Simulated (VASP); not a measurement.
# Zn (Im-3m) in VASP: further runs, part 2 of 2

VASP 6.6.1.

### 5 Single point, LDA

This run uses another cell than the first one, of 15.14 Å³/atom, 0.925 times its volume.

Contents of INCAR:

```
PREC = Accurate ; ENCUT = 520
EDIFF = 1E-6 ; ISMEAR = -1
SIGMA = 0.05 ; LREAL = False
LASPH = True ; NELM = 100
ALGO = Fast ; ISIF = 2
LWAVE = False ; LCHARG = True
LELF = True ; LVHAR = True
NBANDS = 12
```

Contents of KPOINTS:

```
Automatic mesh
0
Gamma
  12 12 12
```

Contents of POSCAR:

```
Zn
1.0
   -1.5585062330      1.5585062330      1.5585062330
    1.5585062330     -1.5585062330      1.5585062330
    1.5585062330      1.5585062330     -1.5585062330
Zn
1
Direct
    0.0000000000      0.0000000000      0.0000000000
```

Potentials or basis: VASP PAW LDA potentials, release 64 (Zn).

The run is started by

```
> cat potpaw_LDA.64/Zn/POTCAR > POTCAR
> mpirun -np 1 vasp_std > vasp.out
```

OUTCAR:

```text
PREC = Accurate
   ENCUT = 520
   EDIFF = 1E-6
   ISMEAR = -1
   LREAL = False
   LASPH = True
   NELM = 100
   ISIF = 2

 ion  position               nearest neighbor table
   1  0.000  0.000  0.000-

  LATTYP: Found a body centered cubic cell.
 ALAT       =     3.1170124660

  Lattice vectors:

 A1 = (  -1.5585062330,   1.5585062330,   1.5585062330)
 A2 = (   1.5585062330,  -1.5585062330,   1.5585062330)
 A3 = (   1.5585062330,   1.5585062330,  -1.5585062330)

Analysis of symmetry for initial positions (statically):
=====================================================================
 Subroutine PRICEL returns:
 Original cell was already a primitive cell.

 Routine SETGRP: Setting up the symmetry group for a
 body centered cubic supercell.

 Subroutine GETGRP returns: Found 48 space group operations
 (whereof 48 operations were pure point group operations)
 out of a pool of 48 trial point group operations.

The static configuration has the point symmetry O_h .

Analysis of symmetry for dynamics (positions and initial velocities):
=====================================================================
 Subroutine PRICEL returns:
 Original cell was already a primitive cell.

 Routine SETGRP: Setting up the symmetry group for a
 body centered cubic supercell.

 Subroutine GETGRP returns: Found 48 space group operations
 (whereof 48 operations were pure point group operations)
 out of a pool of 48 trial point group operations.

The dynamic configuration has the point symmetry O_h .

 Subroutine INISYM returns: Found 48 space group operations
 (whereof 48 operations are pure point group operations),
 and found     1 'primitive' translations

----------------------------------------------------------------------------------------

[... 108 lines left out ...]
   IMIX   =      4    mixing-type and parameters
     AMIX     =   0.40;   BMIX     =  1.00
     AMIX_MAG =   1.60;   BMIX_MAG =  1.00
  volume/ion in A,a.u.               =      15.14       102.18
  Fermi-wavevector in a.u.,A,eV,Ry     =   1.514979  2.862896 31.227580  2.295162
  Thomas-Fermi vector in A             =   2.624564
   LORBIT       =      0    0 simple, 1 ext, 2 COOP (PROOUT), +10 PAW based schemes
   GGA     = CA    functional components
   LHFCALC =     F    Hartree Fock is set to
   AEXX    =    0.0000 exact exchange contribution
   IVDW    =     0    specifies the selected vdW correction
   LEPSILON=     F    determine dielectric tensor
   LRPA    =     F    only Hartree local field effects (RPA)
 non-spin polarized calculation
 RMM-DIIS sequential band-by-band and
  energy-cutoff  :      520.00
  volume of cell :       15.14
 maximum number of plane-waves:       420
   NGX =  9   NGY =  9   NGZ =  9

 number of electron      12.0000023 magnetization

 Free energy of the ion-electron system (eV)
  ---------------------------------------------------
  ext. energy  EPLUGINS =         0.00000000
  ---------------------------------------------------
  free energy    TOTEN  =        -1.73789364 eV

  energy without entropy =       -1.73435157  energy(sigma->0) =       -1.73612260

 E-fermi :   2.9568     XC(G=0): -11.9235

 val. band max:        2.9229471101   @ k =   0.4167   0.0833   0.0000
 cond. band min:       3.0309769812   @ k =   0.3333   0.2500   0.0833
 fundamental gap:      0.1080298711
 Fermi energy:         2.9567844376

 k-point     1 :       0.0000    0.0000    0.0000
  band No.  band energies     occupation
      1      -7.5027      2.00000
      2      -4.8916      2.00000
      3      -4.8916      2.00000
      4      -4.8916      2.00000
      5      -4.3693      2.00000
      6      -4.3693      2.00000
      7      22.0561      0.00000
      8      22.0561      0.00000
      9      22.0561      0.00000
     10      24.0180      0.00000
     11      24.0180      0.00000
     12      24.0180      0.00000
[... 331 lines left out ...]
 k-point    24 :       0.4167    0.0833    0.0833
  band No.  band energies     occupation
      1      -5.4152      2.00000
      2      -5.1965      2.00000
      3      -4.3810      2.00000
      4      -4.3346      2.00000
      5      -4.2675      2.00000
      6       0.9932      2.00000
      7       2.2621      2.00000
      8      11.5536      0.00000
      9      12.3376      0.00000
     10      22.7007      0.00000
     11      23.4968      0.00000
     12      31.4733      0.00000

 [... further k-points ...]
[... 5 lines left out ...]
  --------------------------------------------------------------------------------------
  -------------------------------------------------------------------------------------
  Total       -0.6540976     -0.6540976     -0.6540976      0.0000000      0.0000000      0.0000000
  in kB      -69.2097856    -69.2097856    -69.2097856      0.0000000      0.0000000      0.0000000
  external PRESSURE =     -69.2097856 kB  Pullay stress =       0.0000000 kB

 VOLUME and BASIS-vectors are now :
 -----------------------------------------------------------------------------
  energy-cutoff  :      520.00
  volume of cell :       15.14
      direct lattice vectors                 reciprocal lattice vectors
    -1.558506233  1.558506233  1.558506233     0.000000000  0.320820019  0.320820019
     1.558506233 -1.558506233  1.558506233     0.320820019  0.000000000  0.320820019
     1.558506233  1.558506233 -1.558506233     0.320820019  0.320820019  0.000000000

 POSITION                                       TOTAL-FORCE (eV/Angst)
 -----------------------------------------------------------------------------------
      0.00000      0.00000      0.00000         0.000000      0.000000     -0.000000
 -----------------------------------------------------------------------------------
    total drift:                               -0.000000     -0.000000      0.000000

  FREE ENERGIE OF THE ION-ELECTRON SYSTEM (eV)
  ---------------------------------------------------
  free  energy   TOTEN  =        -1.7378936389 eV

  energy  without entropy=       -1.7343515702  energy(sigma->0) =       -1.73612260
```

OSZICAR:

```text
N       E                     dE             d eps       ncg     rms          rms(c)
DAV:   1     0.425091514707E+02    0.42509E+02   -0.67226E+03  1788   0.160E+03
DAV:   2    -0.470203710629E+00   -0.42979E+02   -0.40205E+02  1756   0.215E+02
DAV:   3    -0.185409170618E+01   -0.13839E+01   -0.13803E+01  2036   0.380E+01
DAV:   4    -0.185777541653E+01   -0.36837E-02   -0.36836E-02  1944   0.188E+00
DAV:   5    -0.185777822869E+01   -0.28122E-05   -0.28124E-05  1960   0.514E-02    0.286E+00
RMM:   6    -0.174997286488E+01    0.10781E+00   -0.24861E-01  2090   0.665E+00    0.223E+00
RMM:   7    -0.174210744009E+01    0.78654E-02   -0.99701E-03  2196   0.155E+00    0.107E+00
RMM:   8    -0.173794132310E+01    0.41661E-02   -0.20354E-03  2060   0.369E-01    0.591E-02
RMM:   9    -0.173789926486E+01    0.42058E-04   -0.42067E-04  2230   0.317E-01    0.516E-02
RMM:  10    -0.173789387231E+01    0.53926E-05   -0.18538E-05  2170   0.464E-02    0.343E-03
RMM:  11    -0.173789363891E+01    0.23340E-06   -0.21338E-06  1609   0.144E-02
   1 F= -.17378936E+01 E0= -.17361226E+01  d E =-.354207E-02
```

Run time: 11 s. Hardware: 1 thread of AMD EPYC 7R43 (Zen 3), shared host; peak memory 0.09 GiB.

What came out:

```
Free energy            : -1.7379 eV
Pressure               : -6.9 GPa
Band gap on the k mesh : zero (band 6 reaches 7.16 eV, above the bottom of band 7 at 1.98 eV)
```

Levels at points of the mesh, in eV from the Fermi level:
```
           k point  band 4  band 5  band 6  band 7  band 8  band 9
(0.00, 0.00, 0.00)   -7.85   -7.33   -7.33   19.10   19.10   19.10
(0.50, 0.00, 0.00)   -7.29   -6.98   -2.66   -0.98   11.34   12.83
(0.50, 0.50, 0.50)   -7.07   -7.07    4.20    4.20    4.20    7.54
```

### 6 Summary

```tsv
level	potentials or basis	cell	gap on the mesh (eV)	pressure (GPa)
r2SCAN	VASP PAW PBE potentials, release 64 (Zn)	a = 2.771 Å, angles 109.5°, 1 atom	none	-7.6
LDA	VASP PAW LDA potentials, release 64 (Zn)	a = 2.662 Å, angles 109.5°, 1 atom	none	-4.4
LDA	VASP PAW LDA potentials, release 64 (Zn)	a = 2.681 Å, angles 109.5°, 1 atom	none	-5.8
LDA	VASP PAW LDA potentials, release 64 (Zn)	a = 2.699 Å, angles 109.5°, 1 atom	none	-6.9
```

Alike in all rows: task single point; no spin polarisation; k mesh 12 × 12 × 12; cutoff (eV) 520; smearing fermi-dirac 0.05 eV.

Caveats: the PAW data sets were made with another functional, which shifts forces and pressure a little (some runs).

Total energies depend on the potentials used, so only differences within one code and one set of settings carry meaning.
